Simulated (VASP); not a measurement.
Runs of VASP 6.6.1 on ZnO (CsCl type). The structure is that of space group Pm-3m (No. 221), or close to it. The cells are those of the table. 

```csv
task,cell,cutoff (eV),k mesh for the DOS,occupations for the DOS,gap on the mesh (eV),pressure (GPa)
single point,"a = 2.633 Å, 2 atoms",520,-,-,none,(b)
single point,"a = 2.409 Å, 2 atoms",520,-,-,1.43,114.5
single point,"a = 2.495 Å, 2 atoms",520,-,-,0.56,61.3
relaxation of cell and atoms,"relaxed from a = 2.714 Å, 2 atoms",600,-,-,none,0.0
single point,"a = 2.688 Å, 2 atoms",520,-,-,none,0.7
single point,"a = 2.317 Å, 2 atoms",520,-,-,2.58,(a)
single point,"a = 2.576 Å, 2 atoms",520,-,-,none,28.5
```

Alike in all rows: level PBE; potentials or basis VASP PAW PBE potentials, release 64 (Zn, O); no spin polarisation; k mesh 15 × 15 × 15; smearing fermi-dirac 0.05 eV.

Problem. Estimate the missing entries.

Solution. (a) 203.9; (b) 12.3.

A k mesh can miss the band edges.

A gap of «none» marks levels without a gap at the run's occupations.
